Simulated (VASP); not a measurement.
Au:

```xyz
1
Lattice="-1.6573 1.6573 1.6573 1.6573 -1.6573 1.6573 1.6573 1.6573 -1.6573" Properties=species:S:1:pos:R:3 pbc="T T T"
Au    0.0000    0.0000    0.0000
```

* Program: VASP 6.6.1
* Task: relaxation of cell and atoms
* Functional: RPBE
* Potentials or basis: VASP PAW PBE potentials, release 64 (Au)
* Cutoff: 600 eV
* k mesh: 11 × 11 × 11
* Occupations: fermi-dirac, width 0.05 eV
* Spin: no spin polarisation

At the start: pressure 2.8 GPa; volume 18.21 Å³/atom.

How do energy, volume and symmetry change on relaxing?

Over 3 steps the energy falls by 3.5 meV/atom and the volume is 18.62 Å³/atom (+2.3 %); space group Im-3m (No. 229, to 0.05 Å).

Step by step:
```
step  energy change (eV)  largest force (eV/Å)  pressure (GPa)  volume (Å³)
   1              0.0000                0.0000            2.79        18.21
   2              0.0001                0.0000           -2.55        19.06
   3             -0.0035                0.0000            0.00        18.62
```

Final structure:
```yaml
crystal:
  lattice:
    - [-1.66967, 1.66967, 1.66967]
    - [1.66967, -1.66967, 1.66967]
    - [1.66967, 1.66967, -1.66967]
  atoms:
    - { symbol: Au, position: [0.00000, 0.00000, 0.00000] }
```

Caveat: the PAW data sets were made with another functional, which shifts forces and pressure a little.
